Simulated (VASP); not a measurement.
Write the native input for VASP 6.6.1 that does the following.

- Task: relaxation of cell and atoms
- Functional: r2SCAN
- Potentials or basis: VASP PAW PBE potentials, release 64 (Y_sv)
- Cutoff: 600 eV
- k mesh: 6 × 6 × 6
- Occupations: gaussian, width 0.1 eV
- Spin: no spin polarisation
- Dipole correction: no
- Further INCAR settings: ALGO = Normal; EDIFF = 1e-07; IBRION = 2; EDIFFG = -0.04; NSW = 90; ISIF = 3

Crystal: Y.

```
CELL_PARAMETERS angstrom
0.00000 2.90340 6.22117
1.87948 0.00000 6.22117
1.87948 2.90340 0.00000
ATOMIC_POSITIONS crystal
Y 0.86134 0.86134 0.13866
Y 0.13866 0.13866 0.86134
```

The input as run:

POSCAR

```
Y
1.0
    0.0000000000      2.9033989790      6.2211681171
    1.8794849904      0.0000000000      6.2211681171
    1.8794849904      2.9033989790      0.0000000000
Y
2
Direct
    0.8613378377      0.8613378377      0.1386621623
    0.1386621623      0.1386621623      0.8613378377
```

INCAR.step1

```
PREC = Accurate
ENCUT = 600
ISMEAR = 0
SIGMA = 0.1
LREAL = False
LASPH = True
NELM = 60
GGA = PE
ALGO = Normal
EDIFF = 1E-4
LWAVE = True
LCHARG = False
```

INCAR.step2

```
PREC = Accurate
ENCUT = 600
EDIFF = 1E-7
ISMEAR = 0
SIGMA = 0.1
LREAL = False
LASPH = True
NELM = 60
ALGO = Normal
ISIF = 3
LWAVE = False
LCHARG = False
METAGGA = R2SCAN
LMIXTAU = True
IBRION = 2
NSW = 90
EDIFFG = -0.04
ISTART = 1
```

KPOINTS

```
Automatic mesh
0
Gamma
  6 6 6
```

Potentials or basis: VASP PAW PBE potentials, release 64 (Y_sv).

Command:

```bash
$ cat potpaw_PBE.64/Y_sv/POTCAR > POTCAR
$ cp INCAR.step1 INCAR
$ mpirun -np 1 vasp_std > vasp.out
$ cp INCAR.step2 INCAR
$ mpirun -np 1 vasp_std > vasp.out
```

It gave:

```yaml
Relaxed_volume: 33.84 Å³/atom
Relaxed_cell: a = 6.873 Å, b = 6.515 Å, c = 3.444 Å, α = 80.94°, β = 69.40°, γ = 29.66°
Space_group_after_relaxing_to_0.1_Å: Fmmm (No. 69)
Energy_gained_by_relaxing: 0.5 meV/atom
Ionic_steps: 2
Pressure_after_relaxing: 0.0 GPa
Largest_force_after_relaxing: 0.010 eV/Å
Band_gap_on_the_k_mesh: zero (bands 11 and 12 overlap by 0.27 eV)
```

Caveat: the PAW data sets were made with another functional, which shifts forces and pressure a little.

Wall time 8.7 min on 1 thread of Intel(R) Xeon(R) Platinum 8488C (Sapphire Rapids) (shared host), peak memory 0.36 GiB.
